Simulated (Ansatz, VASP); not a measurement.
**WSe2 in VASP and in Ansatz**

File INCAR:

```
ALGO     = Normal         # electronic algorithm
EDIFF    = 1E-6           # SCF threshold, eV
ENCUT    = 520            # plane-wave cutoff, eV
GGA      = PS             # functional
ISIF     = 2              # what is computed and relaxed
ISMEAR   = 0              # smearing method
LASPH    = T              # aspherical terms in the spheres
LCHARG   = F              # write CHGCAR
LREAL    = F              # projectors in reciprocal space
LWAVE    = F              # write WAVECAR
NBANDS   = 20             # bands
NELM     = 100            # most SCF steps
PREC     = Accurate       # precision mode
SIGMA    = 0.05           # smearing width, eV
```

The input KPOINTS:

```
k-points
0
Gamma
  12 12 2
```

POSCAR

```
WSe2
1.0
    3.2702526784      0.0000000000      0.0000000000
   -1.6351263392      2.8321218963      0.0000000000
    0.0000000000      0.0000000000     16.6612169706
W Se
1 2
Direct
    0.0000000000      0.0000000000      0.0225073595
    0.3333333333      0.6666666667      0.1003992721
    0.3333333333      0.6666666667      0.8996007279
```

Input for Ansatz:

```yaml
crystal:
  lattice:
    - [3.2702526784, 0.0, 0.0]
    - [-1.6351263392, 2.8321218963, 0.0]
    - [0.0, 0.0, 16.6612169706]
  atoms:
    - { symbol: W, position: [0.0, 0.0, 0.0225073595] }
    - { symbol: Se, position: [0.3333333333, 0.6666666667, 0.1003992721] }
    - { symbol: Se, position: [0.3333333333, 0.6666666667, 0.8996007279] }
basis:
  ecutwfc: 420
kpoints:
  mp_grid: { grid: [12, 12, 2] }
hamiltonian:
  xc: pbesol
scf:
  occupations: { method: gaussian, width: 0.05 }
output:
  forces: true
  stress: true
  eigenvalues: true
```

Alike in both runs: task single point; functional PBEsol; k mesh 12 × 12 × 2; occupations gaussian, width 0.05 eV; no spin polarisation.

```csv
,VASP,Ansatz
version,VASP 6.6.1,Ansatz 0.2.0
potentials or method,"VASP PAW PBE potentials, release 64 (W_sv, Se), cutoff 520 eV","scalar-relativistic, plane waves, PAW"
valence electrons in the cell,26,46
```

Ansatz gave:

| Quantity | Value |
| --- | --- |
| gap on the k mesh at the Fermi level (eV) | 0.19 |
| least direct gap on the mesh (eV) | 0.93 |
| rms of the force components (eV/Å) | 4.178 |

**Question.** Estimate VASP's values.

**Answer.** gap on the k mesh at the Fermi level (eV): 0.19; least direct gap on the mesh (eV): 0.93; rms of the force components (eV/Å): 4.214.

VASP's potentials were made for PBE, not for PBEsol. Atom by atom the forces differ by 0.045 eV/Å (rms over components). VASP's potentials hold 26 valence electrons a cell and Ansatz's 46, so a difference there can come from the potentials and not from the codes.

Neither program's run includes spin-orbit coupling.
